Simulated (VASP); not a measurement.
# P (Im-3m) in VASP: a series of runs

P is run at these levels: PBE; tasks: relaxation of cell and atoms.

Everything below comes from runs of VASP 6.6.1. Logs are shortened: lines on timing, memory, paths and dates and some standing lists are left out, and cuts for length are marked.

### 1 The cell of the first run

The structure is cubic, space group Im-3m (No. 229). Conventional cell: a = 3.080 Å, b = 3.080 Å, c = 3.080 Å, α = 90.00°, β = 90.00°, γ = 90.00°. P (site symmetry m-3m) has 14 P at 2.67 to 3.08 Å within 3.5 Å.

### 2 Relaxation of cell and atoms, PBE

File INCAR:

```
ALGO     = Normal         # electronic algorithm
EDIFF    = 1E-7           # SCF threshold, eV
EDIFFG   = -0.01          # ionic threshold
ENCUT    = 600            # plane-wave cutoff, eV
GGA      = PE             # functional
IBRION   = 2              # ionic algorithm
ISIF     = 3              # what is computed and relaxed
ISMEAR   = 0              # smearing method
LASPH    = T              # aspherical terms in the spheres
LCHARG   = F              # write CHGCAR
LREAL    = F              # projectors in reciprocal space
LWAVE    = F              # write WAVECAR
NELM     = 60             # most SCF steps
NSW      = 80             # ionic steps
PREC     = Accurate       # precision mode
SIGMA    = 0.05           # smearing width, eV
```

File KPOINTS:

```
k-points
0
Gamma
  10 10 10
```

File POSCAR:

```
P
1.0
    1.5400000000      1.5400000000      1.5400000000
   -1.5400000000      1.5400000000      1.5400000000
   -1.5400000000     -1.5400000000      1.5400000000
P
1
Direct
    0.0000000000      0.0000000000      0.0000000000
```

Potentials or basis: VASP PAW PBE potentials, release 64 (P).

The run is started by

```
cat potpaw_PBE.64/P/POTCAR > POTCAR
mpirun -np 1 vasp_std > vasp.out
```

OUTCAR:

```text
EDIFF = 1E-7
   EDIFFG = -0.01
   ENCUT = 600
   GGA = PE
   IBRION = 2
   ISIF = 3
   ISMEAR = 0
   LASPH = T
   LREAL = F
   NELM = 60
   NSW = 80
   PREC = Accurate

 ion  position               nearest neighbor table
   1  0.000  0.000  0.000-

  LATTYP: Found a body centered cubic cell.
 ALAT       =     3.0800000000

  Lattice vectors:

 A1 = (   1.5400000000,  -1.5400000000,  -1.5400000000)
 A2 = (   1.5400000000,   1.5400000000,   1.5400000000)
 A3 = (  -1.5400000000,  -1.5400000000,   1.5400000000)

Analysis of symmetry for initial positions (statically):
=====================================================================
 Subroutine PRICEL returns:
 Original cell was already a primitive cell.

 Routine SETGRP: Setting up the symmetry group for a
 body centered cubic supercell.

 Subroutine GETGRP returns: Found 48 space group operations
 (whereof 48 operations were pure point group operations)
 out of a pool of 48 trial point group operations.

The static configuration has the point symmetry O_h .

Analysis of symmetry for dynamics (positions and initial velocities):
=====================================================================
 Subroutine PRICEL returns:
 Original cell was already a primitive cell.

 Routine SETGRP: Setting up the symmetry group for a
 body centered cubic supercell.

 Subroutine GETGRP returns: Found 48 space group operations
 (whereof 48 operations were pure point group operations)
 out of a pool of 48 trial point group operations.

The dynamic configuration has the point symmetry O_h .

 Subroutine INISYM returns: Found 48 space group operations
 (whereof 48 operations are pure point group operations),
 and found     1 'primitive' translations

----------------------------------------------------------------------------------------

                                     Primitive cell

  volume of cell :      14.6091

  direct lattice vectors                    reciprocal lattice vectors
     1.540000000  1.540000000  1.540000000     0.324675325  0.000000000  0.324675325
    -1.540000000  1.540000000  1.540000000    -0.324675325  0.324675325  0.000000000
    -1.540000000 -1.540000000  1.540000000     0.000000000 -0.324675325  0.324675325

  length of vectors
     2.667358244  2.667358244  2.667358244     0.459160248  0.459160248  0.459160248

  position of ions in fractional coordinates (direct lattice)
     0.000000000  0.000000000  0.000000000

  ion indices of the primitive-cell ions
   primitive index   ion index
                 1           1

----------------------------------------------------------------------------------------

 KPOINTS: k-points

Automatic generation of k-mesh.
 Grid dimensions read from file:
 generate k-points for:   10   10   10

 Generating k-lattice:

  Cartesian coordinates                     Fractional coordinates (reciprocal lattice)
     0.032467532  0.000000000  0.032467532     0.100000000  0.000000000  0.000000000
    -0.032467532  0.032467532  0.000000000     0.000000000  0.100000000  0.000000000
     0.000000000 -0.032467532  0.032467532     0.000000000  0.000000000  0.100000000

  Length of vectors
     0.045916025  0.045916025  0.045916025

  Shift w.r.t. Gamma in fractional coordinates (k-lattice)
     0.000000000  0.000000000  0.000000000

 Subroutine IBZKPT returns following result:
 ===========================================

 Found     47 irreducible k-points:

 Following reciprocal coordinates:
            Coordinates               Weight
  0.000000  0.000000  0.000000      1.000000
  0.100000  0.000000  0.000000     12.000000
  0.200000  0.000000  0.000000     12.000000
  0.300000  0.000000  0.000000     12.000000
  0.400000  0.000000  0.000000     12.000000
  0.500000  0.000000  0.000000      6.000000
[... 16 lines left out ...]
  0.100000  0.300000  0.100000      8.000000
  0.500000  0.300000  0.100000     24.000000
 [... further k-points ...]
   k-points           NKPTS =     47   k-points in BZ     NKDIM =     47   number of bands    NBANDS=      6
   number of dos      NEDOS =    301   number of ions     NIONS =      1
   total plane-waves  NPLWV =  13824
   dimension x,y,z NGX =    24 NGY =   24 NGZ =   24
   dimension x,y,z NGXF=    48 NGYF=   48 NGZF=   48
   ions per type =               1
   NGX,Y,Z   is equivalent  to a cutoff of  14.96, 14.96, 14.96 a.u.
   NGXF,Y,Z  is equivalent  to a cutoff of  29.92, 29.92, 29.92 a.u.
 SYSTEM =  unknown system
   PREC   = accura    normal or accurate (medium, high low for compatibility)
   ISTART =      0    job   : 0-new  1-cont  2-samecut
   ICHARG =      2    charge: 1-file 2-atom 10-const
   ISPIN  =      1    spin polarized calculation?
   LNONCOLLINEAR =      F non collinear calculations
   LSORBIT =      F    spin-orbit coupling
   LASPH  =      T    aspherical Exc in radial PAW
   ENCUT  =  600.0 eV  44.10 Ry    6.64 a.u.   5.33  5.33  5.33*2*pi/ulx,y,z
   NELM   =     60;   NELMIN=  2; NELMDL= -5     # of ELM steps
   EDIFF  = 0.1E-06   stopping-criterion for ELM
   LREAL  =      F    real-space projection
   EDIFFG = -.1E-01   stopping-criterion for IOM
   NSW    =     80    number of steps for IOM
   IBRION =      2    ionic relax: 0-MD 1-quasi-New 2-CG
   NFREE  =      1    steps in history (QN), initial steepest desc. (CG)
   ISIF   =      3    stress and relaxation
   ISYM   =      2    0-nonsym 1-usesym 2-fastsym
   POTIM  = 0.5000    time-step for ionic-motion
   TEBEG  =    0.0;   TEEND  =   0.0 temperature during run
   PSTRESS=    0.0 pullay stress
   NELECT =       5.0000    total number of electrons
   NUPDOWN=      -1.0000    fix difference up-down
   EMIN   =  10.00;   EMAX   =-10.00  energy-range for DOS
   EFERMI =   0.00;   METHOD = LEGACY
   ISMEAR =     0;   SIGMA  =   0.05  broadening in eV -4-tet -1-fermi 0-gaus
   EFERMI_NEDOS =   21; number of points for ismear=-14 and -15
   IALGO  =     38    algorithm
   IMIX   =      4    mixing-type and parameters
     AMIX     =   0.40;   BMIX     =  1.00
     AMIX_MAG =   1.60;   BMIX_MAG =  1.00
  volume/ion in A,a.u.               =      14.61        98.59
  Fermi-wavevector in a.u.,A,eV,Ry     =   1.145137  2.163995 17.841847  1.311339
  Thomas-Fermi vector in A             =   2.281826
   LORBIT       =      0    0 simple, 1 ext, 2 COOP (PROOUT), +10 PAW based schemes
   GGA     = PE    functional components
   LHFCALC =     F    Hartree Fock is set to
   AEXX    =    0.0000 exact exchange contribution
   IVDW    =     0    specifies the selected vdW correction
   LEPSILON=     F    determine dielectric tensor
   LRPA    =     F    only Hartree local field effects (RPA)
 conjugate gradient relaxation of ions
 non-spin polarized calculation
 Gauss-broadening in eV      SIGMA  =   0.05
  energy-cutoff  :      600.00
  volume of cell :       14.61
 maximum number of plane-waves:       498
 NGX is ok and might be reduce to    24
   NGX = 11   NGY = 11   NGZ = 11

--------------------------------------- Ionic step        1  -------------------------------------------

 number of electron       5.0000000 magnetization

 Free energy of the ion-electron system (eV)
  ---------------------------------------------------
  ext. energy  EPLUGINS =         0.00000000
  ---------------------------------------------------
  free energy    TOTEN  =        -4.64275763 eV

  energy without entropy =       -4.64115721  energy(sigma->0) =       -4.64195742

------------------------ aborting loop because EDIFF is reached ----------------------------------------

  FORCE on cell =-STRESS in cart. coord.  units (eV):
  Direction    XX          YY          ZZ          XY          YZ          ZX
  --------------------------------------------------------------------------------------
  -------------------------------------------------------------------------------------
  Total       -0.1735842     -0.1735842     -0.1735842      0.0000000     -0.0000000      0.0000000
  in kB      -19.0370101    -19.0370101    -19.0370101      0.0000000     -0.0000000      0.0000000
  external PRESSURE =     -19.0370101 kB  Pullay stress =       0.0000000 kB
[... 55 lines left out ...]
  energy  without entropy=       -4.6424880082  energy(sigma->0) =       -4.64354154

--------------------------------------- Ionic step        3  -------------------------------------------

 number of electron       4.9999999 magnetization

 Free energy of the ion-electron system (eV)
  ---------------------------------------------------
  ext. energy  EPLUGINS =         0.00000000
  ---------------------------------------------------
  free energy    TOTEN  =        -4.64463538 eV

  energy without entropy =       -4.64261505  energy(sigma->0) =       -4.64362522

 E-fermi :   9.8889     XC(G=0): -11.5524

 val. band max:        9.8750798076   @ k =   0.3000   0.2000   0.1000
 cond. band min:       9.9235359800   @ k =   0.1000   0.5000   0.1000
 fundamental gap:      0.0484561724
 Fermi energy:         9.8888701969

 k-point     1 :       0.0000    0.0000    0.0000
  band No.  band energies     occupation
      1      -6.4632      2.00000
      2      17.0682      0.00000
      3      17.0682      0.00000
      4      17.0682      0.00000
      5      21.9183      0.00000
      6      21.9183      0.00000

 k-point     2 :       0.1000    0.0000    0.0000
  band No.  band energies     occupation
      1      -6.1632      2.00000
      2      15.2734      0.00000
      3      16.1122      0.00000
      4      16.8802      0.00000
      5      21.1319      0.00000
      6      21.9890      0.00000
[... 190 lines left out ...]
 k-point    24 :       0.5000    0.3000    0.1000
  band No.  band energies     occupation
      1      -0.1242      2.00000
      2       5.4250      2.00000
      3       6.8497      2.00000
      4      14.6105      0.00000
      5      19.5978      0.00000
      6      19.6857      0.00000

 [... further k-points ...]
[... 5 lines left out ...]
  --------------------------------------------------------------------------------------
  -------------------------------------------------------------------------------------
  Total        0.0006178      0.0006178      0.0006178     -0.0000000     -0.0000000     -0.0000000
  in kB        0.0692636      0.0692636      0.0692636     -0.0000000     -0.0000000     -0.0000000
  external PRESSURE =       0.0692636 kB  Pullay stress =       0.0000000 kB
[... 16 lines left out ...]
  FREE ENERGIE OF THE ION-ELECTRON SYSTEM (eV)
  ---------------------------------------------------
  free  energy   TOTEN  =        -4.6446353809 eV

  energy  without entropy=       -4.6426150545  energy(sigma->0) =       -4.64362522

 reached required accuracy - stopping structural energy minimisation
```

Wall time 4.5 s (1 thread of AMD EPYC 9R45 (Zen 5), shared host); peak memory 0.1 GiB.

Results:

```
Free energy                            : -4.6446 eV
Relaxed volume                         : 14.29 Å³/atom
Relaxed cell                           : a = 2.648 Å, b = 2.648 Å, c = 2.648 Å, α = 70.53°, β = 109.47°, γ = 70.53°
Space group after relaxing (to 0.05 Å) : Im-3m (No. 229)
Energy gained by relaxing              : 1.9 meV/atom
Ionic steps                            : 3
Pressure after relaxing                : 0.0 GPa
```

Step by step:
```
step  energy change (eV)  largest force (eV/Å)  pressure (GPa)  volume (Å³)
   1              0.0000                0.0000           -1.90        14.61
   2             -0.0018                0.0000            0.27        14.25
   3             -0.0019                0.0000            0.01        14.29
```

Final structure:
```
P
1.0
     1.52876    1.52876    1.52876
    -1.52876    1.52876    1.52876
    -1.52876   -1.52876    1.52876
P
1
Direct
  0.00000 0.00000 0.00000
```

[end of part 1 of 2]
